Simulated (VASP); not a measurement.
# HfN (Ama2) in VASP: a series of runs

Runs on HfN. Level: PBEsol. Tasks: single point.

Everything below comes from runs of VASP 6.6.1. Logs are shortened: lines on timing, memory, paths and dates and some standing lists are left out, and cuts for length are marked.

## 1. The cell of the first run

It takes space group Ama2 (No. 40, orthorhombic). Conventional cell: a = 5.391 Å, b = 5.417 Å, c = 3.128 Å, α = 90.00°, β = 90.00°, γ = 90.00°. Within 2.7 Å of Hf (site symmetry m) lie 6 N at 2.06 to 2.47 Å. Within 2.7 Å of N (site symmetry 2) lie 6 Hf at 2.06 to 2.47 Å and 2 N at 2.70 Å.

## 2. Single point, PBEsol

Input file INCAR:

```
SYSTEM = HfN
  ALGO = Normal
  EDIFF = 1E-6
  ENCUT = 520
  GGA = PS
  ISIF = 2
  ISMEAR = 0
  LASPH = .True.
  LCHARG = .True.
  LELF = .True.
  LREAL = .False.
  LVHAR = .True.
  LWAVE = .False.
  NBANDS = 23
  NELM = 80
  PREC = Accurate
  SIGMA = 0.15
```

Input file KPOINTS:

```
k-points
0
Gamma
  18 18 10
  0 0 0
```

Input file POSCAR:

```
HfN
1.0
    3.1277073108      0.0000000000      0.0000000000
   -1.5638536554      2.7086739867      0.0000000000
    0.0000000000      0.0000000000      5.3909359352
Hf N
2 2
Direct
    0.7625835701      0.4292502367      0.7500000000
    0.4292502367      0.7625835701      0.2500000000
    0.0000000000      0.0000000000      0.0000000000
    0.0000000000      0.0000000000      0.5000000000
```

Potentials or basis: VASP PAW PBE potentials, release 64 (Hf_pv, N).

Run with:

```console
> cat potpaw_PBE.64/Hf_pv/POTCAR potpaw_PBE.64/N/POTCAR > POTCAR
> mpirun -np 1 vasp_std > vasp.out
```

OUTCAR:

```text
SYSTEM = HfN
   EDIFF = 1E-6
   ENCUT = 520
   GGA = PS
   ISIF = 2
   ISMEAR = 0
   LASPH = .True.
   LREAL = .False.
   NELM = 80
   PREC = Accurate

 ion  position               nearest neighbor table
   1  0.763  0.429  0.750-   3 2.06   4 2.06   3 2.27   4 2.27   3 2.47   4 2.47   2 3.24   2 3.24
                             2 3.24   2 3.24   2 3.24   2 3.24
   2  0.429  0.763  0.250-   3 2.06   4 2.06   3 2.27   4 2.27   3 2.47   4 2.47   1 3.24   1 3.24
                             1 3.24   1 3.24   1 3.24   1 3.24
   3  0.000  0.000  0.000-   1 2.06   2 2.06   1 2.27   2 2.27   2 2.47   1 2.47
   4  0.000  0.000  0.500-   1 2.06   2 2.06   1 2.27   2 2.27   2 2.47   1 2.47

  LATTYP: Found a hexagonal cell.
 ALAT       =     3.1277073108
 C/A-ratio  =     1.7236062711

  Lattice vectors:

 A1 = (   3.1277073108,   0.0000000000,   0.0000000000)
 A2 = (  -1.5638536554,   2.7086739867,   0.0000000000)
 A3 = (   0.0000000000,   0.0000000000,   5.3909359352)

Analysis of symmetry for initial positions (statically):
=====================================================================
 Subroutine PRICEL returns:
 Original cell was already a primitive cell.

 Routine SETGRP: Setting up the symmetry group for a
 hexagonal supercell.

 Subroutine GETGRP returns: Found  4 space group operations
 (whereof  2 operations were pure point group operations)
 out of a pool of 24 trial point group operations.

The static configuration has the point symmetry C_2 .
 The point group associated with its full space group is C_2v.

Analysis of symmetry for dynamics (positions and initial velocities):
=====================================================================
 Subroutine PRICEL returns:
 Original cell was already a primitive cell.

 Routine SETGRP: Setting up the symmetry group for a
 hexagonal supercell.

 Subroutine GETGRP returns: Found  4 space group operations
 (whereof  2 operations were pure point group operations)
 out of a pool of 24 trial point group operations.

The dynamic configuration has the point symmetry C_2 .
 The point group associated with its full space group is C_2v.

 Subroutine INISYM returns: Found  4 space group operations
 (whereof  2 operations are pure point group operations),
 and found     1 'primitive' translations

----------------------------------------------------------------------------------------

                                     Primitive cell

  volume of cell :      45.6717

  direct lattice vectors                    reciprocal lattice vectors
     3.127707311  0.000000000  0.000000000     0.319723011  0.184592167  0.000000000
    -1.563853655  2.708673987  0.000000000     0.000000000  0.369184333  0.000000000
     0.000000000  0.000000000  5.390935935     0.000000000  0.000000000  0.185496547

  length of vectors
     3.127707311  3.127707311  5.390935935     0.369184333  0.369184333  0.185496547

  position of ions in fractional coordinates (direct lattice)
     0.762583570  0.429250237  0.750000000
     0.429250237  0.762583570  0.250000000
     0.000000000  0.000000000  0.000000000
     0.000000000  0.000000000  0.500000000

  ion indices of the primitive-cell ions
   primitive index   ion index
                 1           1
                 2           2
                 3           3
                 4           4

----------------------------------------------------------------------------------------

 KPOINTS: k-points

Automatic generation of k-mesh.
 Grid dimensions read from file:
 generate k-points for:   18   18   10

 Generating k-lattice:

  Cartesian coordinates                     Fractional coordinates (reciprocal lattice)
     0.017762390  0.010255120  0.000000000     0.055555556 -0.000000000  0.000000000
     0.000000000  0.020510241  0.000000000     0.000000000  0.055555556  0.000000000
     0.000000000  0.000000000  0.018549655     0.000000000  0.000000000  0.100000000

  Length of vectors
     0.020510241  0.020510241  0.018549655

  Shift w.r.t. Gamma in fractional coordinates (k-lattice)
     0.000000000  0.000000000  0.000000000

 Subroutine IBZKPT returns following result:
 ===========================================

 Found    546 irreducible k-points:

 Following reciprocal coordinates:
            Coordinates               Weight
  0.000000  0.000000  0.000000      1.000000
  0.055556  0.000000  0.000000      4.000000
 -0.055556  0.055556  0.000000      2.000000
  0.111111  0.000000  0.000000      4.000000
 -0.111111  0.111111  0.000000      2.000000
  0.166667  0.000000  0.000000      4.000000
[... 16 lines left out ...]
 -0.055556  0.166667  0.000000      4.000000
 -0.166667  0.111111  0.000000      4.000000
 [... further k-points ...]
   k-points           NKPTS =    546   k-points in BZ     NKDIM =    546   number of bands    NBANDS=     23
   number of dos      NEDOS =    301   number of ions     NIONS =      4
   total plane-waves  NPLWV =  23040
   dimension x,y,z NGX =    24 NGY =   24 NGZ =   40
   dimension x,y,z NGXF=    48 NGYF=   48 NGZF=   80
   ions per type =               2   2
   NGX,Y,Z   is equivalent  to a cutoff of  12.76, 12.76, 12.34 a.u.
   NGXF,Y,Z  is equivalent  to a cutoff of  25.51, 25.51, 24.67 a.u.
 SYSTEM =  HfN
   PREC   = accura    normal or accurate (medium, high low for compatibility)
   ISTART =      0    job   : 0-new  1-cont  2-samecut
   ICHARG =      2    charge: 1-file 2-atom 10-const
   ISPIN  =      1    spin polarized calculation?
   LNONCOLLINEAR =      F non collinear calculations
   LSORBIT =      F    spin-orbit coupling
   LASPH  =      T    aspherical Exc in radial PAW
   ENCUT  =  520.0 eV  38.22 Ry    6.18 a.u.   5.82  5.82 10.02*2*pi/ulx,y,z
   NELM   =     80;   NELMIN=  2; NELMDL= -5     # of ELM steps
   EDIFF  = 0.1E-05   stopping-criterion for ELM
   LREAL  =      F    real-space projection
   EDIFFG = 0.1E-04   stopping-criterion for IOM
   NSW    =      0    number of steps for IOM
   IBRION =     -1    ionic relax: 0-MD 1-quasi-New 2-CG
   NFREE  =      0    steps in history (QN), initial steepest desc. (CG)
   ISIF   =      2    stress and relaxation
   ISYM   =      2    0-nonsym 1-usesym 2-fastsym
   POTIM  = 0.5000    time-step for ionic-motion
   TEBEG  =    0.0;   TEEND  =   0.0 temperature during run
   PSTRESS=    0.0 pullay stress
   NELECT =      30.0000    total number of electrons
   NUPDOWN=      -1.0000    fix difference up-down
   EMIN   =  10.00;   EMAX   =-10.00  energy-range for DOS
   EFERMI =   0.00;   METHOD = LEGACY
   ISMEAR =     0;   SIGMA  =   0.15  broadening in eV -4-tet -1-fermi 0-gaus
   EFERMI_NEDOS =   21; number of points for ismear=-14 and -15
   IALGO  =     38    algorithm
   IMIX   =      4    mixing-type and parameters
     AMIX     =   0.40;   BMIX     =  1.00
     AMIX_MAG =   1.60;   BMIX_MAG =  1.00
  volume/ion in A,a.u.               =      11.42        77.05
  Fermi-wavevector in a.u.,A,eV,Ry     =   1.423092  2.689254 27.554386  2.025190
  Thomas-Fermi vector in A             =   2.543726
   LORBIT       =      0    0 simple, 1 ext, 2 COOP (PROOUT), +10 PAW based schemes
   GGA     = PS    functional components
   LHFCALC =     F    Hartree Fock is set to
   AEXX    =    0.0000 exact exchange contribution
   IVDW    =     0    specifies the selected vdW correction
   LEPSILON=     F    determine dielectric tensor
   LRPA    =     F    only Hartree local field effects (RPA)
 non-spin polarized calculation
 Gauss-broadening in eV      SIGMA  =   0.15
  energy-cutoff  :      520.00
  volume of cell :       45.67
 maximum number of plane-waves:      1251
   NGX = 11   NGY = 11   NGZ = 21

 number of electron      30.0000003 magnetization

 Free energy of the ion-electron system (eV)
  ---------------------------------------------------
  ext. energy  EPLUGINS =         0.00000000
  ---------------------------------------------------
  free energy    TOTEN  =       -44.91664952 eV

  energy without entropy =      -44.90813153  energy(sigma->0) =      -44.91239053

 E-fermi :   7.7756     XC(G=0): -12.9174

 val. band max:        7.7723367290   @ k =   0.3889   0.2222   0.5000
 cond. band min:       7.7765505411   @ k =   0.1111   0.0000   0.1000
 fundamental gap:      0.0042138121
 Fermi energy:         7.7756225005

 k-point     1 :       0.0000    0.0000    0.0000
  band No.  band energies     occupation
      1     -23.8262      2.00000
      2     -22.8710      2.00000
      3     -22.7912      2.00000
      4     -22.7772      2.00000
      5     -22.6844      2.00000
      6     -22.6572      2.00000
[... 15 lines left out ...]
     22      13.3360      0.00000
     23      13.7946      0.00000

 k-point     2 :       0.0556    0.0000    0.0000
  band No.  band energies     occupation
      1     -23.8144      2.00000
      2     -22.8722      2.00000
      3     -22.8190      2.00000
      4     -22.7893      2.00000
      5     -22.7039      2.00000
      6     -22.6650      2.00000
[... 15 lines left out ...]
     22      13.2949      0.00000
     23      13.6079      0.00000

 k-point     3 :      -0.0556    0.0556    0.0000
  band No.  band energies     occupation
      1     -23.8140      2.00000
      2     -22.8724      2.00000
      3     -22.8182      2.00000
      4     -22.7854      2.00000
      5     -22.6934      2.00000
      6     -22.6814      2.00000
[... 15 lines left out ...]
     22      13.2284      0.00000
     23      13.5585      0.00000
[... 495 lines left out ...]
 k-point    23 :      -0.0556    0.1667    0.0000
  band No.  band energies     occupation
      1     -23.7456      2.00000
      2     -22.9812      2.00000
      3     -22.8813      2.00000
      4     -22.8571      2.00000
      5     -22.8098      2.00000
      6     -22.7016      2.00000
[... 15 lines left out ...]
     22      13.0053      0.00000
     23      13.0635      0.00000

 k-point    24 :      -0.1667    0.1111    0.0000
  band No.  band energies     occupation
      1     -23.7443      2.00000
      2     -22.9719      2.00000
      3     -22.8821      2.00000
      4     -22.8698      2.00000
      5     -22.7919      2.00000
      6     -22.7194      2.00000
[... 15 lines left out ...]
     22      12.9080      0.00000
     23      13.0709      0.00000

 [... further k-points ...]

------------------------ aborting loop because EDIFF is reached ----------------------------------------

  FORCE on cell =-STRESS in cart. coord.  units (eV):
  Direction    XX          YY          ZZ          XY          YZ          ZX
  --------------------------------------------------------------------------------------
  -------------------------------------------------------------------------------------
  Total        2.1059075      2.8193782      3.6409906      0.6178837      0.0000000      0.0000000
  in kB       73.8759126     98.9046938    127.7271239     21.6755604      0.0000000      0.0000000
  external PRESSURE =     100.1692434 kB  Pullay stress =       0.0000000 kB

 VOLUME and BASIS-vectors are now :
 -----------------------------------------------------------------------------
  energy-cutoff  :      520.00
  volume of cell :       45.67
      direct lattice vectors                 reciprocal lattice vectors
     3.127707311  0.000000000  0.000000000     0.319723011  0.184592167  0.000000000
    -1.563853655  2.708673987  0.000000000     0.000000000  0.369184333  0.000000000
     0.000000000  0.000000000  5.390935935     0.000000000  0.000000000  0.185496547

 POSITION                                       TOTAL-FORCE (eV/Angst)
 -----------------------------------------------------------------------------------
      1.71385      1.16270      4.04320        -1.425094     -3.005800      0.000000
      0.15000      2.06559      1.34773        -1.890552     -2.737068      0.000000
      0.00000      0.00000      0.00000         1.657823      2.871434      0.000000
      0.00000      0.00000      2.69547         1.657823      2.871434      0.000000
 -----------------------------------------------------------------------------------
    total drift:                                0.000044      0.000076     -0.000000

  FREE ENERGIE OF THE ION-ELECTRON SYSTEM (eV)
  ---------------------------------------------------
  free  energy   TOTEN  =       -44.9166495245 eV

  energy  without entropy=      -44.9081315331  energy(sigma->0) =      -44.91239053
```

Wall time 10 min (1 thread of Intel Xeon 8259CL, shared host); peak memory 0.56 GiB.

Results:

```yaml
Free_energy: -44.9166 eV
Pressure: 10.0 GPa
Largest_force: 3.327 eV/Å
Band_gap_on_the_k_mesh: zero (bands 15 and 16 overlap by 1.76 eV)
```

Forces in eV/Å, atoms in the order of the input:
```
Hf  -1.425 -3.006  0.000
Hf  -1.891 -2.737  0.000
N    1.658  2.871  0.000
N    1.658  2.871  0.000
```

Stress tensor (GPa, compression positive):
```
 7.39  2.17  0.00
 2.17  9.89  0.00
 0.00  0.00 12.77
```

Levels at points of the mesh, in eV from the Fermi level:
| k point | band 11 | band 12 | band 13 | band 14 | band 15 | band 16 | band 17 | band 18 | band 19 | band 20 |
| --- | --- | --- | --- | --- | --- | --- | --- | --- | --- | --- |
| (0.00, 0.00, 0.00) | -4.60 | -4.06 | -3.84 | -1.84 | -0.55 | -0.01 | 0.54 | 0.93 | 2.44 | 2.62 |
| (0.50, 0.00, 0.00) | -5.76 | -5.52 | -4.02 | -2.70 | -1.93 | 2.57 | 2.67 | 4.69 | 4.88 | 5.52 |
| (0.50, 0.50, 0.00) | -5.57 | -4.93 | -4.91 | -2.85 | -0.84 | 1.68 | 2.08 | 4.71 | 5.30 | 5.42 |
| (0.00, 0.00, 0.50) | -5.00 | -5.00 | -3.49 | -3.49 | 1.17 | 1.17 | 1.35 | 1.35 | 2.81 | 2.81 |
| (0.50, 0.00, 0.50) | -5.89 | -5.40 | -4.16 | -4.04 | -1.16 | 0.59 | 4.39 | 4.71 | 5.24 | 5.52 |
| (0.50, 0.50, 0.50) | -5.96 | -5.96 | -3.63 | -3.63 | -0.56 | -0.56 | 4.62 | 4.62 | 4.96 | 4.96 |

Caveat: the cell differs from its parent crystal (all Hf atoms moved -0.300 Å, as atom 1 towards its neighbour atom 1 (Hf) at 3.128 Å); the stress differs along the axes, from 7 to 13 GPa; the PAW data sets were made with another functional, which shifts forces and pressure a little; spin-orbit coupling is left out, which moves the levels of the heavy elements.

## 3. Single point, PBEsol

Input file INCAR:

```
SYSTEM = HfN
PREC     = Accurate       ! precision mode
ENCUT    = 520            ! plane-wave cutoff, eV
EDIFF    = 1E-6           ! SCF threshold, eV
ISMEAR   = 0              ! smearing method
SIGMA    = 0.15           ! smearing width, eV
LREAL    = .False.        ! projectors in reciprocal space
LASPH    = .True.         ! aspherical terms in the spheres
NELM     = 100            ! most SCF steps
ALGO     = Normal         ! electronic algorithm
ISIF     = 2              ! what is computed and relaxed
LWAVE    = .False.        ! write WAVECAR
LCHARG   = .False.        ! write CHGCAR
GGA      = PS             ! functional
NBANDS   = 23             ! bands
```

Input file KPOINTS:

```
regular mesh
0
Gamma
  18 18 10
  0 0 0
```

POSCAR: that of step 2 with these lines changed.

```diff
@@ -8,4 +8,4 @@
 Direct
-    0.7625835701      0.4292502367      0.7500000000
-    0.4292502367      0.7625835701      0.2500000000
+    0.5947289891      0.2613956558      0.7500000000
+    0.2613956558      0.5947289891      0.2500000000
     0.0000000000      0.0000000000      0.0000000000
```

Potentials or basis: VASP PAW PBE potentials, release 64 (Hf_pv, N).

Run with:

```console
> cat potpaw_PBE.64/Hf_pv/POTCAR potpaw_PBE.64/N/POTCAR > POTCAR
> mpirun -np 1 vasp_std > vasp.out
```

It took 9.2 min on 1 thread of Intel Xeon 8259CL, shared host; peak memory 0.56 GiB.

It converged, with:

```
Free energy            : -45.3457 eV
Pressure               : 4.7 GPa
Largest force          : 2.411 eV/Å
Band gap on the k mesh : zero (bands 15 and 16 overlap by 2.04 eV)
```

Forces in eV/Å, atoms in the order of the input:
```
Hf   1.313  2.022  0.000
Hf   1.094  2.148  0.000
N   -1.204 -2.085  0.000
N   -1.204 -2.085  0.000
```

Stress tensor (GPa, compression positive):
```
3.25 1.25 0.00
1.25 4.69 0.00
0.00 0.00 6.05
```

Levels at points of the mesh, in eV from the Fermi level:
```
           k point  band 11  band 12  band 13  band 14  band 15  band 16  band 17  band 18  band 19  band 20
(0.00, 0.00, 0.00)    -4.70    -3.90    -3.78    -1.82    -0.60     0.20     0.67     0.87     2.16     2.30
(0.50, 0.00, 0.00)    -5.80    -5.55    -3.83    -2.59    -2.24     2.52     2.67     4.59     4.78     5.53
(0.50, 0.50, 0.00)    -5.70    -5.21    -4.52    -2.69    -1.44     2.08     2.24     4.58     5.04     5.48
(0.00, 0.00, 0.50)    -4.93    -4.93    -3.76    -3.76     1.48     1.48     1.69     1.69     2.79     2.79
(0.50, 0.00, 0.50)    -6.01    -5.34    -4.41    -4.18    -0.98     0.37     4.44     4.66     5.09     5.32
(0.50, 0.50, 0.50)    -5.87    -5.87    -3.94    -3.94    -0.49    -0.49     4.67     4.67     4.95     4.95
```

Caveat: the cell differs from its parent crystal (all Hf atoms moved +0.225 Å, as atom 1 towards its neighbour atom 1 (Hf) at 3.128 Å); the cell stands under pressure; the PAW data sets were made with another functional, which shifts forces and pressure a little; spin-orbit coupling is left out, which moves the levels of the heavy elements.

## 4. Single point, PBEsol

Input file INCAR:

```
SYSTEM = HfN
PREC = Accurate
ENCUT = 520
EDIFF = 1E-6
ISMEAR = 0
SIGMA = 0.15
LREAL = .False.
LASPH = .True.
NELM = 80
ALGO = Normal
ISIF = 2
LWAVE = .False.
LCHARG = .False.
GGA = PS
NBANDS = 23
```

KPOINTS is that of step 3.

POSCAR: that of step 3 with these lines changed.

```diff
@@ -8,4 +8,4 @@
 Direct
-    0.5947289891      0.2613956558      0.7500000000
-    0.2613956558      0.5947289891      0.2500000000
+    0.7146251184      0.3812917850      0.7500000000
+    0.3812917850      0.7146251184      0.2500000000
     0.0000000000      0.0000000000      0.0000000000
```

Run with:

```console
> cat potpaw_PBE.64/Hf_pv/POTCAR potpaw_PBE.64/N/POTCAR > POTCAR
> mpirun -np 1 vasp_std > vasp.out
```

It took 9.8 min on 1 thread of Intel Xeon 8259CL, shared host; peak memory 0.56 GiB.

It converged, with:

```yaml
Free_energy: -45.6416 eV
Pressure: 0.9 GPa
Largest_force: 1.555 eV/Å
Band_gap_on_the_k_mesh: zero (bands 15 and 16 overlap by 2.21 eV)
```

Forces on the atoms (eV/Å):
```
Hf  -0.728 -1.374  0.000
Hf  -0.826 -1.318  0.000
N    0.777  1.346  0.000
N    0.777  1.346  0.000
```

Stress tensor (GPa, compression positive):
```
0.19 0.54 0.00
0.54 0.81 0.00
0.00 0.00 1.61
```

Levels at points of the mesh, in eV from the Fermi level:
```tsv
k point	band 13	band 14	band 15	band 16	band 17	band 18
(0.00, 0.00, 0.00)	-3.71	-1.78	-0.63	0.41	0.70	0.93
(0.50, 0.00, 0.00)	-3.62	-2.52	-2.51	2.49	2.69	4.50
(0.50, 0.50, 0.00)	-4.08	-2.55	-2.00	2.36	2.41	4.50
(0.00, 0.00, 0.50)	-4.01	-4.01	1.68	1.68	2.12	2.12
(0.50, 0.00, 0.50)	-4.57	-4.31	-0.76	0.15	4.52	4.66
(0.50, 0.50, 0.50)	-4.23	-4.23	-0.40	-0.40	4.68	4.68
```

Caveat: the cell differs from its parent crystal (all Hf atoms moved -0.150 Å, as atom 1 towards its neighbour atom 1 (Hf) at 3.128 Å); the PAW data sets were made with another functional, which shifts forces and pressure a little; spin-orbit coupling is left out, which moves the levels of the heavy elements.

## 5. Summary

```csv
cell,gap on the mesh (eV),pressure (GPa),largest force (eV/Å)
"as given, atomic positions A",none,10.0,3.33
"as given, atomic positions B",none,4.7,2.41
"as given, atomic positions C",none,0.9,1.56
```

Alike in all rows: task single point; level PBEsol; potentials or basis VASP PAW PBE potentials, release 64 (Hf_pv, N); no spin polarisation; k mesh 18 × 18 × 10; cutoff (eV) 520; smearing gaussian 0.15 eV.

Caveats: the PAW data sets were made with another functional, which shifts forces and pressure a little; spin-orbit coupling is left out, which moves the levels of the heavy elements; the stress differs along the axes, from 7 to 13 GPa (at least some runs); the cell stands under pressure (at least some runs).

Absolute energies hang on the potentials; compare differences alone.
